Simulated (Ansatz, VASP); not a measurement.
**One calculation of Sr2GePd2, two programs**

```
Sr Ge Pd
1.0
    -2.98241    2.98241    3.81003
     2.98241   -2.98241    3.81003
     2.98241    2.98241   -3.81003
Sr Ge Pd
2 1 2
Direct
  0.25000 0.75000 0.50000
  0.75000 0.25000 0.50000
  0.00000 0.00000 0.00000
  0.67741 0.67741 0.00000
  0.32259 0.32259 0.00000
```

Alike in both runs: functional PBE; k mesh 6 × 6 × 6; occupations gaussian, width 0.1 eV; no spin polarisation.

Ansatz relaxed the structure, and its values are those at the end. VASP's run is a single point on that final structure, the one shown.

|  | VASP | Ansatz |
| --- | --- | --- |
| version | VASP 6.6.1 | Ansatz 0.2.0 |
| potentials or method | VASP PAW PBE potentials, release 64 (Sr_sv, Ge_d, Pd), cutoff 520 eV | scalar-relativistic, plane waves, PAW |
| valence electrons in the cell | 54 | 70 |

VASP gave:

```
gap on the k mesh at the Fermi level (eV) : none
pressure (GPa)                            : 0.2
rms of the force components (eV/Å)        : 0.002
```

**Question.** Estimate Ansatz's values.

**Answer.** gap on the k mesh at the Fermi level (eV): none; pressure (GPa): 0.1; rms of the force components (eV/Å): 0.011.

A gap of «none» marks a metal or a gap that the smearing closes. With one functional, cell and mesh, what is left measures potentials, basis and numerics. VASP's potentials hold 54 valence electrons a cell and Ansatz's 70, so a difference there can come from the potentials and not from the codes.
